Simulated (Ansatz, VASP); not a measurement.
# One calculation of GaGe3, two programs

```
Ge Ga
1.0
     4.30680    0.00000    0.00000
     0.00000    4.30680    0.00000
     0.00000    0.00000    4.30680
Ge Ga
3 1
Direct
  0.50000 0.50000 0.00000
  0.50000 0.00000 0.50000
  0.00000 0.50000 0.50000
  0.00000 0.00000 0.00000
```

Change from the starting cell: volume scaled by 1.02.

Alike in both runs: task single point; functional LDA; k mesh 6 × 6 × 6; occupations fermi-dirac, width 0.05 eV; no spin polarisation.

|  | VASP | Ansatz |
| --- | --- | --- |
| version | VASP 6.6.1 | Ansatz 0.2.0 |
| potentials or method | VASP PAW LDA potentials, release 64 (Ge_d, Ga_d), cutoff 520 eV | all-electron LAPW, scalar-relativistic |

|  | VASP | Ansatz | Ansatz less VASP |
| --- | --- | --- | --- |
| gap on the k mesh at the Fermi level (eV) | none | none | - |
| pressure (GPa) | -5.7 | -5.7 | +0.01 |

LDA's correlation is that of Perdew and Zunger in VASP and of Perdew and Wang (1992) in Ansatz. A gap of «none» marks a metal or a gap that the smearing closes. Ansatz ran all-electron here, and VASP with PAW potentials.
